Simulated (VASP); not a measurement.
# HfN (P6_3/mmc) in VASP: further runs

Runs on HfN. Level: r2SCAN. Tasks: single point.

Program: VASP 6.6.1. These are calculated values, not measurements. Logs are shortened: lines on timing, memory, paths and dates and some standing lists are left out, and cuts for length are marked.

**1. The cell of the first run**

Symmetry: P6_3/mmc, No. 194, hexagonal system. Conventional cell: a = 3.144 Å, b = 3.144 Å, c = 5.344 Å, α = 90.00°, β = 90.00°, γ = 120.00°. Hf (site symmetry -6m2) has 6 N at 2.25 Å within 3.0 Å. N (site symmetry -3m) has 6 Hf at 2.25 Å and 2 N at 2.67 Å within 3.0 Å.

**2. Single point, r2SCAN (strain +0.000 along x and y, -0.015 along z)**

Contents of POSCAR:

```
HfN
1.0
    3.1443010832      0.0000000000      0.0000000000
   -1.5721505416      2.7230446152      0.0000000000
    0.0000000000      0.0000000000      5.3438662950
Hf N
2 2
Direct
    0.6666666667      0.3333333333      0.7500000000
    0.3333333333      0.6666666667      0.2500000000
    0.0000000000      0.0000000000      0.0000000000
    0.0000000000      0.0000000000      0.5000000000
```

Contents of INCAR.step1:

```
SYSTEM = HfN
PREC = Accurate
ENCUT = 520
ISMEAR = 0
SIGMA = 0.15
LREAL = .FALSE.
LASPH = .TRUE.
NELM = 60
NBANDS = 23
GGA = PE
ALGO = Normal
EDIFF = 1E-4
LWAVE = .TRUE.
LCHARG = .FALSE.
```

Contents of INCAR.step2:

```
SYSTEM = HfN
PREC = Accurate
ENCUT = 520
EDIFF = 1E-6
ISMEAR = 0
SIGMA = 0.15
LREAL = .FALSE.
LASPH = .TRUE.
NELM = 60
ALGO = Normal
ISIF = 2
LWAVE = .FALSE.
LCHARG = .TRUE.
METAGGA = R2SCAN
LMIXTAU = .TRUE.
LELF = .TRUE.
LVHAR = .TRUE.
NBANDS = 23
ISTART = 1
```

Contents of KPOINTS:

```
Automatic mesh
0
G
  18 18 10
  0 0 0
```

Potentials or basis: VASP PAW PBE potentials, release 64 (Hf_pv, N).

The run is started by

```
> cat potpaw_PBE.64/Hf_pv/POTCAR potpaw_PBE.64/N/POTCAR > POTCAR
> cp INCAR.step1 INCAR
> mpirun -np 1 vasp_std > vasp.out
> cp INCAR.step2 INCAR
> mpirun -np 1 vasp_std > vasp.out
```

OUTCAR:

```text
SYSTEM = HfN
   PREC = Accurate
   ENCUT = 520
   EDIFF = 1E-6
   ISMEAR = 0
   LREAL = .FALSE.
   LASPH = .TRUE.
   NELM = 60
   ISIF = 2
   METAGGA = R2SCAN
   ISTART = 1

 ion  position               nearest neighbor table
   1  0.667  0.333  0.750-   3 2.25   4 2.25   3 2.25   4 2.25   3 2.25   4 2.25   2 3.23   2 3.23
                             2 3.23   2 3.23   2 3.23   2 3.23
   2  0.333  0.667  0.250-   3 2.25   4 2.25   3 2.25   4 2.25   3 2.25   4 2.25   1 3.23   1 3.23
                             1 3.23   1 3.23   1 3.23   1 3.23
   3  0.000  0.000  0.000-   1 2.25   2 2.25   1 2.25   2 2.25   1 2.25   2 2.25
   4  0.000  0.000  0.500-   1 2.25   2 2.25   1 2.25   2 2.25   1 2.25   2 2.25

  LATTYP: Found a hexagonal cell.
 ALAT       =     3.1443010832
 C/A-ratio  =     1.6995402646

  Lattice vectors:

 A1 = (   3.1443010832,   0.0000000000,   0.0000000000)
 A2 = (  -1.5721505416,   2.7230446152,   0.0000000000)
 A3 = (   0.0000000000,   0.0000000000,   5.3438662950)

Analysis of symmetry for initial positions (statically):
=====================================================================
 Subroutine PRICEL returns:
 Original cell was already a primitive cell.

 Routine SETGRP: Setting up the symmetry group for a
 hexagonal supercell.

 Subroutine GETGRP returns: Found 24 space group operations
 (whereof 12 operations were pure point group operations)
 out of a pool of 24 trial point group operations.

The static configuration has the point symmetry D_3d.
 The point group associated with its full space group is D_6h.

Analysis of symmetry for dynamics (positions and initial velocities):
=====================================================================
 Subroutine PRICEL returns:
 Original cell was already a primitive cell.

 Routine SETGRP: Setting up the symmetry group for a
 hexagonal supercell.

 Subroutine GETGRP returns: Found 24 space group operations
 (whereof 12 operations were pure point group operations)
 out of a pool of 24 trial point group operations.

The dynamic configuration has the point symmetry D_3d.
 The point group associated with its full space group is D_6h.

 Subroutine INISYM returns: Found 24 space group operations
 (whereof 12 operations are pure point group operations),
[... 95 lines left out ...]
   LNONCOLLINEAR =      F non collinear calculations
   LSORBIT =      F    spin-orbit coupling
   LASPH  =      T    aspherical Exc in radial PAW
   ENCUT  =  520.0 eV  38.22 Ry    6.18 a.u.   5.85  5.85  9.94*2*pi/ulx,y,z
   NELM   =     60;   NELMIN=  2; NELMDL=  0     # of ELM steps
   EDIFF  = 0.1E-05   stopping-criterion for ELM
   LREAL  =      F    real-space projection
   EDIFFG = 0.1E-04   stopping-criterion for IOM
   NSW    =      0    number of steps for IOM
   IBRION =     -1    ionic relax: 0-MD 1-quasi-New 2-CG
   NFREE  =      0    steps in history (QN), initial steepest desc. (CG)
   ISIF   =      2    stress and relaxation
   ISYM   =      2    0-nonsym 1-usesym 2-fastsym
   POTIM  = 0.5000    time-step for ionic-motion
   TEBEG  =    0.0;   TEEND  =   0.0 temperature during run
   PSTRESS=    0.0 pullay stress
   NELECT =      30.0000    total number of electrons
   NUPDOWN=      -1.0000    fix difference up-down
   EMIN   =  10.00;   EMAX   =-10.00  energy-range for DOS
   EFERMI =   0.00;   METHOD = LEGACY
   ISMEAR =     0;   SIGMA  =   0.15  broadening in eV -4-tet -1-fermi 0-gaus
   EFERMI_NEDOS =   21; number of points for ismear=-14 and -15
   IALGO  =     38    algorithm
   IMIX   =      4    mixing-type and parameters
     AMIX     =   0.40;   BMIX     =  1.00
     AMIX_MAG =   1.60;   BMIX_MAG =  1.00
  volume/ion in A,a.u.               =      11.44        77.19
  Fermi-wavevector in a.u.,A,eV,Ry     =   1.422232  2.687629 27.521099  2.022744
  Thomas-Fermi vector in A             =   2.542958
   LORBIT       =      0    0 simple, 1 ext, 2 COOP (PROOUT), +10 PAW based schemes
   METAGGA = R2SCAN    functional components
   LHFCALC =     F    Hartree Fock is set to
   AEXX    =    0.0000 exact exchange contribution
   IVDW    =     0    specifies the selected vdW correction
   LEPSILON=     F    determine dielectric tensor
   LRPA    =     F    only Hartree local field effects (RPA)
 non-spin polarized calculation
 Gauss-broadening in eV      SIGMA  =   0.15
  energy-cutoff  :      520.00
  volume of cell :       45.75
 maximum number of plane-waves:      1256
 NGX is ok and might be reduce to    24
   NGX = 11   NGY = 11   NGZ = 19

 number of electron      29.9999997 magnetization

 Free energy of the ion-electron system (eV)
  ---------------------------------------------------
  ext. energy  EPLUGINS =         0.00000000
  ---------------------------------------------------
  free energy    TOTEN  =      -116.39669481 eV

  energy without entropy =     -116.38888042  energy(sigma->0) =     -116.39278762

 E-fermi :   8.0560     XC(G=0): -13.6515

 val. band max:        8.0489970265   @ k =   0.3333   0.3333   0.0000
 cond. band min:       8.0642847394   @ k =   0.2222  -0.0000   0.5000
 fundamental gap:      0.0152877129
 Fermi energy:         8.0560400858

 k-point     1 :       0.0000    0.0000    0.0000
  band No.  band energies     occupation
      1     -24.9973      2.00000
      2     -24.0795      2.00000
      3     -23.9935      2.00000
      4     -23.9935      2.00000
      5     -23.9290      2.00000
      6     -23.9290      2.00000
[... 613 lines left out ...]
     22      14.5158      0.00000
     23      15.6466      0.00000

 [... further k-points ...]

------------------------ aborting loop because EDIFF is reached ----------------------------------------

  FORCE on cell =-STRESS in cart. coord.  units (eV):
  Direction    XX          YY          ZZ          XY          YZ          ZX
  --------------------------------------------------------------------------------------
  -------------------------------------------------------------------------------------
  Total       -0.2216784     -0.2216784      1.9134810      0.0000000      0.0000000      0.0000000
  in kB       -7.7624612     -7.7624612     67.0039308      0.0000000      0.0000000      0.0000000
  external PRESSURE =      17.1596694 kB  Pullay stress =       0.0000000 kB

 VOLUME and BASIS-vectors are now :
 -----------------------------------------------------------------------------
  energy-cutoff  :      520.00
  volume of cell :       45.75
      direct lattice vectors                 reciprocal lattice vectors
     3.144301083  0.000000000  0.000000000     0.318035701  0.183617998  0.000000000
    -1.572150542  2.723044615  0.000000000     0.000000000  0.367235995  0.000000000
     0.000000000  0.000000000  5.343866295     0.000000000  0.000000000  0.187130430

 POSITION                                       TOTAL-FORCE (eV/Angst)
 -----------------------------------------------------------------------------------
      1.57215      0.90768      4.00790        -0.000000      0.000000      0.000000
     -0.00000      1.81536      1.33597         0.000000     -0.000000      0.000000
      0.00000      0.00000      0.00000         0.000000      0.000000      0.000000
      0.00000      0.00000      2.67193        -0.000000      0.000000      0.000000
 -----------------------------------------------------------------------------------
    total drift:                               -0.000000      0.000000     -0.000000

  FREE ENERGIE OF THE ION-ELECTRON SYSTEM (eV)
  ---------------------------------------------------
  free  energy   TOTEN  =      -116.3966948115 eV

  energy  without entropy=     -116.3888804216  energy(sigma->0) =     -116.39278762
```

Wall time 4.5 min (1 thread of Intel Xeon 6975P-C (Granite Rapids), shared host); peak memory 0.32 GiB.

What came out:

```yaml
Free_energy: -116.3967 eV
Pressure: 1.7 GPa
Band_gap_on_the_k_mesh: zero (bands 15 and 16 overlap by 2.55 eV)
```

Caveat: the cell differs from its parent crystal (strain +0.000 along x and y, -0.015 along z); the stress differs along the axes, from -1 to 7 GPa; the PAW data sets were made with another functional, which shifts forces and pressure a little; spin-orbit coupling is left out, which moves the levels of the heavy elements.

**3. Single point, r2SCAN (strain -0.015 along x and y, +0.015 along z)**

Contents of POSCAR:

```
HfN
1.0
    3.0971365670      0.0000000000      0.0000000000
   -1.5485682835      2.6821989460      0.0000000000
    0.0000000000      0.0000000000      5.5066236440
Hf N
2 2
Direct
    0.6666666667      0.3333333333      0.7500000000
    0.3333333333      0.6666666667      0.2500000000
    0.0000000000      0.0000000000      0.0000000000
    0.0000000000      0.0000000000      0.5000000000
```

Contents of INCAR.step1:

```
PREC     = Accurate       # precision mode
ENCUT    = 520            # plane-wave cutoff, eV
ISMEAR   = 0              # smearing method
SIGMA    = 0.15           # smearing width, eV
LREAL    = False          # projectors in reciprocal space
LASPH    = True           # aspherical terms in the spheres
NELM     = 80             # most SCF steps
NBANDS   = 23             # bands
GGA      = PE             # functional
ALGO     = Normal         # electronic algorithm
EDIFF    = 1E-4           # SCF threshold, eV
LWAVE    = True           # write WAVECAR
LCHARG   = False          # write CHGCAR
```

Contents of INCAR.step2:

```
PREC     = Accurate       # precision mode
ENCUT    = 520            # plane-wave cutoff, eV
EDIFF    = 1E-6           # SCF threshold, eV
ISMEAR   = 0              # smearing method
SIGMA    = 0.15           # smearing width, eV
LREAL    = False          # projectors in reciprocal space
LASPH    = True           # aspherical terms in the spheres
NELM     = 80             # most SCF steps
ALGO     = Normal         # electronic algorithm
ISIF     = 2              # what is computed and relaxed
LWAVE    = False          # write WAVECAR
LCHARG   = False          # write CHGCAR
METAGGA  = R2SCAN         # meta-GGA
LMIXTAU  = True         
NBANDS   = 23             # bands
ISTART   = 1
```

Contents of KPOINTS:

```
regular mesh
0
Gamma
  18 18 10
```

Potentials or basis: VASP PAW PBE potentials, release 64 (Hf_pv, N).

The run is started by

```
> cat potpaw_PBE.64/Hf_pv/POTCAR potpaw_PBE.64/N/POTCAR > POTCAR
> cp INCAR.step1 INCAR
> mpirun -np 1 vasp_std > vasp.out
> cp INCAR.step2 INCAR
> mpirun -np 1 vasp_std > vasp.out
```

OUTCAR:

```text
PREC = Accurate
   ENCUT = 520
   EDIFF = 1E-6
   ISMEAR = 0
   LREAL = False
   LASPH = True
   NELM = 80
   ISIF = 2
   METAGGA = R2SCAN
   ISTART = 1

 ion  position               nearest neighbor table
   1  0.667  0.333  0.750-   3 2.26   4 2.26   3 2.26   4 2.26   3 2.26   4 2.26   2 3.28   2 3.28
                             2 3.28   2 3.28   2 3.28   2 3.28
   2  0.333  0.667  0.250-   3 2.26   4 2.26   3 2.26   4 2.26   3 2.26   4 2.26   1 3.28   1 3.28
                             1 3.28   1 3.28   1 3.28   1 3.28
[... 831 lines left out ...]
  --------------------------------------------------------------------------------------
  -------------------------------------------------------------------------------------
  Total        1.7730160      1.7730160     -2.0257635      0.0000000      0.0000000      0.0000000
  in kB       62.0992699     62.0992699    -70.9516651      0.0000000      0.0000000      0.0000000
  external PRESSURE =      17.7489583 kB  Pullay stress =       0.0000000 kB

 VOLUME and BASIS-vectors are now :
 -----------------------------------------------------------------------------
  energy-cutoff  :      520.00
  volume of cell :       45.74
      direct lattice vectors                 reciprocal lattice vectors
     3.097136567  0.000000000  0.000000000     0.322878885  0.186414211  0.000000000
    -1.548568284  2.682198946  0.000000000     0.000000000  0.372828422  0.000000000
     0.000000000  0.000000000  5.506623644     0.000000000  0.000000000  0.181599482

 POSITION                                       TOTAL-FORCE (eV/Angst)
 -----------------------------------------------------------------------------------
      1.54857      0.89407      4.12997         0.000000      0.000000      0.000000
     -0.00000      1.78813      1.37666        -0.000000     -0.000000      0.000000
      0.00000      0.00000      0.00000        -0.000000      0.000000      0.000000
      0.00000      0.00000      2.75331        -0.000000      0.000000      0.000000
 -----------------------------------------------------------------------------------
    total drift:                                0.000000     -0.000000      0.000000

  FREE ENERGIE OF THE ION-ELECTRON SYSTEM (eV)
  ---------------------------------------------------
  free  energy   TOTEN  =      -116.3705516906 eV

  energy  without entropy=     -116.3612866149  energy(sigma->0) =     -116.36591915
```

OUTCAR.step1:

```text
PREC = Accurate
   ENCUT = 520
   ISMEAR = 0
   LREAL = False
   LASPH = True
[... 857 lines left out ...]
      1.54857      0.89407      4.12997        -0.000000     -0.000000      0.000000
     -0.00000      1.78813      1.37666         0.000000      0.000000      0.000000
      0.00000      0.00000      0.00000         0.000000      0.000000      0.000000
      0.00000      0.00000      2.75331        -0.000000      0.000000      0.000000
 -----------------------------------------------------------------------------------
    total drift:                                0.000000     -0.000000      0.000000

  FREE ENERGIE OF THE ION-ELECTRON SYSTEM (eV)
  ---------------------------------------------------
  free  energy   TOTEN  =       -43.3582893888 eV

  energy  without entropy=      -43.3483963625  energy(sigma->0) =      -43.35334288
```

It took 4.7 min on 1 thread of Intel Xeon 6975P-C (Granite Rapids), shared host; peak memory 0.33 GiB.

Results:

- Free energy: -116.3706 eV
- Pressure: 1.8 GPa
- Band gap on the k mesh: zero (bands 15 and 16 overlap by 2.31 eV)

Caveat: the cell differs from its parent crystal (strain -0.015 along x and y, +0.015 along z); the stress differs along the axes, from -7 to 6 GPa; the PAW data sets were made with another functional, which shifts forces and pressure a little; spin-orbit coupling is left out, which moves the levels of the heavy elements.

**4. Single point, r2SCAN (strain -0.015 along x and y, +0.030 along z)**

POSCAR: that of step 3 with these lines changed.

```diff
@@ -4,3 +4,3 @@
    -1.5485682835      2.6821989460      0.0000000000
-    0.0000000000      0.0000000000      5.5066236440
+    0.0000000000      0.0000000000      5.5880023186
 Hf N
```

Contents of INCAR.step1:

```
SYSTEM = HfN
PREC = Accurate
ENCUT = 520
ISMEAR = 0
SIGMA = 0.15
LREAL = .FALSE.
LASPH = .TRUE.
NELM = 100
NBANDS = 23
GGA = PE
ALGO = Normal
EDIFF = 1E-4
LWAVE = .TRUE.
LCHARG = .FALSE.
```

Contents of INCAR.step2:

```
SYSTEM = HfN
PREC = Accurate
ENCUT = 520
EDIFF = 1E-7
ISMEAR = 0
SIGMA = 0.15
LREAL = .FALSE.
LASPH = .TRUE.
NELM = 100
ALGO = Normal
ISIF = 2
LWAVE = .FALSE.
LCHARG = .TRUE.
METAGGA = R2SCAN
LMIXTAU = .TRUE.
LELF = .TRUE.
LVHAR = .TRUE.
NBANDS = 23
ISTART = 1
```

Contents of KPOINTS:

```
Automatic mesh
0
G
  18 18 10
  0 0 0
```

The run is started by

```
> cat potpaw_PBE.64/Hf_pv/POTCAR potpaw_PBE.64/N/POTCAR > POTCAR
> cp INCAR.step1 INCAR
> mpirun -np 1 vasp_std > vasp.out
> cp INCAR.step2 INCAR
> mpirun -np 1 vasp_std > vasp.out
```

Wall time 5.3 min (1 thread of Intel Xeon 6975P-C (Granite Rapids), shared host); peak memory 0.32 GiB.

Results (log left out):

| Quantity | Value |
| --- | --- |
| Free energy | -116.3240 eV |
| Pressure | -2.3 GPa |
| Band gap on the k mesh | zero (bands 15 and 16 overlap by 2.19 eV) |

Stress tensor (GPa, compression positive):
```
  4.21   0.00   0.00
  0.00   4.21   0.00
  0.00   0.00 -15.31
```

Levels at points of the mesh, in eV from the Fermi level:
```csv
k point,band 12,band 13,band 14,band 15,band 16,band 17,band 18,band 19
"(0.00, 0.00, 0.00)",-3.59,-3.59,-2.24,-0.90,0.96,0.96,1.65,2.16
"(0.50, 0.00, 0.00)",-5.48,-3.30,-2.97,-2.75,2.17,3.02,4.69,5.19
"(0.00, 0.00, 0.50)",-4.29,-4.29,-4.29,1.76,1.76,2.97,2.97,2.97
"(0.50, 0.00, 0.50)",-5.78,-4.51,-4.51,-0.28,-0.28,5.26,5.26,5.33
```

Caveat: the cell differs from its parent crystal (strain -0.015 along x and y, +0.030 along z); the stress differs along the axes, from -15 to 4 GPa; the PAW data sets were made with another functional, which shifts forces and pressure a little; spin-orbit coupling is left out, which moves the levels of the heavy elements.

**5. Summary**

```tsv
cell	gap on the mesh (eV)	pressure (GPa)
a = 3.144, b = 3.144, c = 5.344 Å, angles 90.0, 90.0, 120.0°, 4 atoms	none	1.7
a = 3.097, b = 3.097, c = 5.507 Å, angles 90.0, 90.0, 120.0°, 4 atoms	none	1.8
a = 3.097, b = 3.097, c = 5.588 Å, angles 90.0, 90.0, 120.0°, 4 atoms	none	-2.3
```

Alike in all rows: task single point; level r2SCAN; potentials or basis VASP PAW PBE potentials, release 64 (Hf_pv, N); no spin polarisation; k mesh 18 × 18 × 10; cutoff (eV) 520; smearing gaussian 0.15 eV.

Caveats: the PAW data sets were made with another functional, which shifts forces and pressure a little; spin-orbit coupling is left out, which moves the levels of the heavy elements; the stress differs along the axes, from -1 to 7 GPa (at least some runs); the stress differs along the axes, from -7 to 6 GPa (at least some runs); the stress differs along the axes, from -15 to 4 GPa (at least some runs).

Total energies depend on the potentials used, so only differences within one code and one set of settings carry meaning.

The gap in the log of VASP goes by the Fermi energy; the results here count the filled bands.